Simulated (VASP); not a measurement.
# AlNi (P1) in VASP: single point with r2SCAN

Aim: the single point of AlNi with r2SCAN.

All numbers are computed with VASP 6.6.1; they aren't measurements. Logs are shortened: lines on timing, memory, paths and dates and some standing lists are left out, and cuts for length are marked.

### 1 The cell of the first run

The typed cell holds 2 atoms: a = 2.752 Å, b = 2.752 Å, c = 3.099 Å, α = 90.00°, β = 90.00°, γ = 90.43°.

### 2 Single point, r2SCAN

POSCAR reads:

```
AlNi
1.0
    1.9386940000     -1.9531901500      0.0000000000
    1.9386940000      1.9531901500      0.0000000000
    0.0000000000      0.0000000000      3.0994300413
Al Ni
1 1
Direct
    0.0000000000      0.0000000000      0.0000000000
    1.9387000000      0.0000000000      1.5497000000
```

INCAR.step1 reads:

```
ALGO = Normal
EDIFF = 1E-4
ENCUT = 520
GGA = PE
ISMEAR = 0
LASPH = True
LCHARG = False
LREAL = False
LWAVE = True
NBANDS = 14
NELM = 80
PREC = Accurate
SIGMA = 0.1
```

INCAR.step2 reads:

```
ALGO = Normal
EDIFF = 1E-6
ENCUT = 520
ISIF = 2
ISMEAR = 0
ISTART = 1
LASPH = True
LCHARG = True
LELF = True
LMIXTAU = True
LREAL = False
LVHAR = True
LWAVE = False
METAGGA = R2SCAN
NBANDS = 14
NELM = 80
PREC = Accurate
SIGMA = 0.1
```

KPOINTS reads:

```
k-points
0
Gamma
  8 8 6
```

Potentials or basis: VASP PAW PBE potentials, release 64 (Al, Ni).

Run with:

```
$ cat potpaw_PBE.64/Al/POTCAR potpaw_PBE.64/Ni/POTCAR > POTCAR
$ cp INCAR.step1 INCAR
$ mpirun -np 1 vasp_std > vasp.out
$ cp INCAR.step2 INCAR
$ mpirun -np 1 vasp_std > vasp.out
```

OUTCAR:

```text
EDIFF = 1E-6
   ENCUT = 520
   ISIF = 2
   ISMEAR = 0
   ISTART = 1
   LASPH = True
   LREAL = False
   METAGGA = R2SCAN
   NELM = 80
   PREC = Accurate

 ion  position               nearest neighbor table
   1  0.000  0.000  0.000-   2 1.41   2 1.71   2 2.94   2 3.09   2 3.09   2 3.09
   2  0.939  0.000  0.550-   1 1.41   1 1.71   1 2.94   1 3.09   1 3.09   1 3.09

 -----------------------------------------------------------------------------
|                                                                             |
|           W    W    AA    RRRRR   N    N  II  N    N   GGGG   !!!           |
|           W    W   A  A   R    R  NN   N  II  NN   N  G    G  !!!           |
|           W    W  A    A  R    R  N N  N  II  N N  N  G       !!!           |
|           W WW W  AAAAAA  RRRRR   N  N N  II  N  N N  G  GGG   !            |
|           WW  WW  A    A  R   R   N   NN  II  N   NN  G    G                |
|           W    W  A    A  R    R  N    N  II  N    N   GGGG   !!!           |
|                                                                             |
|     The distance between some ions is very small. Please check the          |
|     nearest-neighbor list in the OUTCAR file.                               |
|     I HOPE YOU KNOW WHAT YOU ARE DOING!                                     |
|                                                                             |
 -----------------------------------------------------------------------------

  LATTYP: Found a base centered orthorhombic cell.
 ALAT       =     3.8773880000
 B/A-ratio  =     1.0074772759
 C/A-ratio  =     0.7993603017

  Lattice vectors:

 A1 = (   1.9386940000,  -1.9531901500,   0.0000000000)
 A2 = (   1.9386940000,   1.9531901500,   0.0000000000)
 A3 = (   0.0000000000,   0.0000000000,   3.0994300413)

Analysis of symmetry for initial positions (statically):
=====================================================================
 Subroutine PRICEL returns:
 Original cell was already a primitive cell.

 Routine SETGRP: Setting up the symmetry group for a
 base centered orthorhombic supercell.

 Subroutine GETGRP returns: Found  1 space group operations
 (whereof  1 operations were pure point group operations)
 out of a pool of  8 trial point group operations.

The static configuration has the point symmetry C_1 .

Analysis of symmetry for dynamics (positions and initial velocities):
=====================================================================
 Subroutine PRICEL returns:
 Original cell was already a primitive cell.

 Routine SETGRP: Setting up the symmetry group for a
 base centered orthorhombic supercell.

 Subroutine GETGRP returns: Found  1 space group operations
 (whereof  1 operations were pure point group operations)
 out of a pool of  8 trial point group operations.

The dynamic configuration has the point symmetry C_1 .

 Subroutine INISYM returns: Found  1 space group operations
 (whereof  1 operations are pure point group operations),
 and found     1 'primitive' translations

----------------------------------------------------------------------------------------

                                     Primitive cell

  volume of cell :      23.4728

  direct lattice vectors                    reciprocal lattice vectors
     1.938694000 -1.953190150  0.000000000     0.257905580 -0.255991461  0.000000000
     1.938694000  1.953190150  0.000000000     0.257905580  0.255991461  0.000000000
     0.000000000  0.000000000  3.099430041     0.000000000  0.000000000  0.322639965

  length of vectors
     2.751996764  2.751996764  3.099430041     0.363382603  0.363382603  0.322639965

  position of ions in fractional coordinates (direct lattice)
     0.000000000  0.000000000  0.000000000
     0.938700000  0.000000000  0.549700000

  ion indices of the primitive-cell ions
   primitive index   ion index
                 1           1
                 2           2

----------------------------------------------------------------------------------------

 KPOINTS: k-points

Automatic generation of k-mesh.
 Grid dimensions read from file:
 generate k-points for:    8    8    6

 Generating k-lattice:

  Cartesian coordinates                     Fractional coordinates (reciprocal lattice)
     0.032238197 -0.031998933  0.000000000     0.125000000  0.000000000  0.000000000
     0.032238197  0.031998933  0.000000000     0.000000000  0.125000000  0.000000000
     0.000000000  0.000000000  0.053773327     0.000000000  0.000000000  0.166666667

  Length of vectors
     0.045422825  0.045422825  0.053773327

  Shift w.r.t. Gamma in fractional coordinates (k-lattice)
     0.000000000  0.000000000  0.000000000

 Subroutine IBZKPT returns following result:
 ===========================================

 Found    196 irreducible k-points:

 Following reciprocal coordinates:
            Coordinates               Weight
  0.000000  0.000000  0.000000      1.000000
  0.125000  0.000000  0.000000      2.000000
  0.000000  0.125000  0.000000      2.000000
  0.250000  0.000000  0.000000      2.000000
  0.000000  0.250000  0.000000      2.000000
  0.375000  0.000000  0.000000      2.000000
[... 16 lines left out ...]
  0.375000  0.250000  0.000000      2.000000
  0.250000  0.375000  0.000000      2.000000
 [... further k-points ...]
   k-points           NKPTS =    196   k-points in BZ     NKDIM =    196   number of bands    NBANDS=     14
   number of dos      NEDOS =    301   number of ions     NIONS =      2
   total plane-waves  NPLWV =   9600
   dimension x,y,z NGX =    20 NGY =   20 NGZ =   24
   dimension x,y,z NGXF=    40 NGYF=   40 NGZF=   48
   ions per type =               1   1
   NGX,Y,Z   is equivalent  to a cutoff of  12.08, 12.08, 12.87 a.u.
   NGXF,Y,Z  is equivalent  to a cutoff of  24.16, 24.16, 25.75 a.u.
 SYSTEM =  unknown system
   PREC   = accura    normal or accurate (medium, high low for compatibility)
   ISTART =      1    job   : 0-new  1-cont  2-samecut
   ICHARG =      0    charge: 1-file 2-atom 10-const
   ISPIN  =      1    spin polarized calculation?
   LNONCOLLINEAR =      F non collinear calculations
   LSORBIT =      F    spin-orbit coupling
   LASPH  =      T    aspherical Exc in radial PAW
   ENCUT  =  520.0 eV  38.22 Ry    6.18 a.u.   5.12  5.12  5.76*2*pi/ulx,y,z
   NELM   =     80;   NELMIN=  2; NELMDL=  0     # of ELM steps
   EDIFF  = 0.1E-05   stopping-criterion for ELM
   LREAL  =      F    real-space projection
   EDIFFG = 0.1E-04   stopping-criterion for IOM
   NSW    =      0    number of steps for IOM
   IBRION =     -1    ionic relax: 0-MD 1-quasi-New 2-CG
   NFREE  =      0    steps in history (QN), initial steepest desc. (CG)
   ISIF   =      2    stress and relaxation
   ISYM   =      2    0-nonsym 1-usesym 2-fastsym
   POTIM  = 0.5000    time-step for ionic-motion
   TEBEG  =    0.0;   TEEND  =   0.0 temperature during run
   PSTRESS=    0.0 pullay stress
   NELECT =      13.0000    total number of electrons
   NUPDOWN=      -1.0000    fix difference up-down
   EMIN   =  10.00;   EMAX   =-10.00  energy-range for DOS
   EFERMI =   0.00;   METHOD = LEGACY
   ISMEAR =     0;   SIGMA  =   0.10  broadening in eV -4-tet -1-fermi 0-gaus
   EFERMI_NEDOS =   21; number of points for ismear=-14 and -15
   IALGO  =     38    algorithm
   IMIX   =      4    mixing-type and parameters
     AMIX     =   0.40;   BMIX     =  1.00
     AMIX_MAG =   1.60;   BMIX_MAG =  1.00
  volume/ion in A,a.u.               =      11.74        79.20
  Fermi-wavevector in a.u.,A,eV,Ry     =   1.344417  2.540580 24.591955  1.807458
  Thomas-Fermi vector in A             =   2.472413
   LORBIT       =      0    0 simple, 1 ext, 2 COOP (PROOUT), +10 PAW based schemes
   METAGGA = R2SCAN    functional components
   LHFCALC =     F    Hartree Fock is set to
   AEXX    =    0.0000 exact exchange contribution
   IVDW    =     0    specifies the selected vdW correction
   LEPSILON=     F    determine dielectric tensor
   LRPA    =     F    only Hartree local field effects (RPA)
 non-spin polarized calculation
 Gauss-broadening in eV      SIGMA  =   0.10
  energy-cutoff  :      520.00
  volume of cell :       23.47
 maximum number of plane-waves:       646
   NGX = 11   NGY = 11   NGZ = 11

 number of electron      12.9999995 magnetization

 Free energy of the ion-electron system (eV)
  ---------------------------------------------------
  ext. energy  EPLUGINS =         0.00000000
  ---------------------------------------------------
  free energy    TOTEN  =        -6.38658764 eV

  energy without entropy =       -6.38066423  energy(sigma->0) =       -6.38362593

 E-fermi :   9.8164     XC(G=0): -12.5360

 val. band max:        9.8121709141   @ k =  -0.3750   0.3750   0.5000
 cond. band min:       9.8212596774   @ k =   0.1250   0.3750  -0.1667
 fundamental gap:      0.0090887633
 Fermi energy:         9.8163617676

 k-point     1 :       0.0000    0.0000    0.0000
  band No.  band energies     occupation
      1      -1.1733      2.00000
      2       4.0375      2.00000
      3       5.4703      2.00000
      4       5.4999      2.00000
      5       5.9884      2.00000
      6       8.0376      2.00000
      7      13.8044      0.00000
      8      17.1286      0.00000
      9      17.6887      0.00000
     10      17.9011      0.00000
     11      19.2475      0.00000
     12      26.8627      0.00000
     13      31.6786      0.00000
     14      32.6901      0.00000

 k-point     2 :       0.1250    0.0000    0.0000
  band No.  band energies     occupation
      1      -0.8587      2.00000
      2       4.0817      2.00000
      3       5.3371      2.00000
      4       5.4830      2.00000
      5       6.0366      2.00000
      6       7.9384      2.00000
      7      14.1713      0.00000
      8      14.9227      0.00000
      9      17.7181      0.00000
     10      18.0329      0.00000
[... 362 lines left out ...]
 k-point    24 :       0.2500    0.3750    0.0000
  band No.  band energies     occupation
      1       2.4581      2.00000
      2       4.4324      2.00000
      3       4.8255      2.00000
      4       5.1262      2.00000
      5       6.2672      2.00000
      6       7.2023      2.00000
      7       9.8559      0.57606
      8      14.8662      0.00000
      9      18.4212      0.00000
     10      19.4929      0.00000
     11      21.3152      0.00000
     12      24.7185      0.00000
     13      25.6529      0.00000
     14      28.6546      0.00000

 [... further k-points ...]
[... 5 lines left out ...]
  --------------------------------------------------------------------------------------
  -------------------------------------------------------------------------------------
  Total       -0.8722772     -0.8257109     60.8829002     -0.4572076     -1.9027111      1.9035134
  in kB      -59.5387192    -56.3602594   4155.6626860    -31.2074562   -129.8726850    129.9274472
  external PRESSURE =    1346.5879025 kB  Pullay stress =       0.0000000 kB

 VOLUME and BASIS-vectors are now :
 -----------------------------------------------------------------------------
  energy-cutoff  :      520.00
  volume of cell :       23.47
      direct lattice vectors                 reciprocal lattice vectors
     1.938694000 -1.953190150  0.000000000     0.257905580 -0.255991461  0.000000000
     1.938694000  1.953190150  0.000000000     0.257905580  0.255991461  0.000000000
     0.000000000  0.000000000  3.099430041     0.000000000  0.000000000  0.322639965

 POSITION                                       TOTAL-FORCE (eV/Angst)
 -----------------------------------------------------------------------------------
      0.00000      0.00000      0.00000         3.518185     -3.541460     16.596816
      1.81985     -1.83346      1.70376        -3.518185      3.541460    -16.596816
 -----------------------------------------------------------------------------------
    total drift:                                0.001738     -0.001525      0.007786

  FREE ENERGIE OF THE ION-ELECTRON SYSTEM (eV)
  ---------------------------------------------------
  free  energy   TOTEN  =        -6.3865876435 eV

  energy  without entropy=       -6.3806642253  energy(sigma->0) =       -6.38362593
```

It took 1.8 min on 1 thread of Intel Xeon 6975P-C, shared host; peak memory 0.18 GiB.

What came out:

```yaml
Free_energy: -6.3866 eV
Pressure: 134.7 GPa
Largest_force: 17.331 eV/Å
```

Forces in eV/Å, atoms in the order of the input:
```
Al    3.518  -3.541  16.597
Ni   -3.518   3.541 -16.597
```

Caveat: the PAW data sets were made with another functional, which shifts forces and pressure a little.
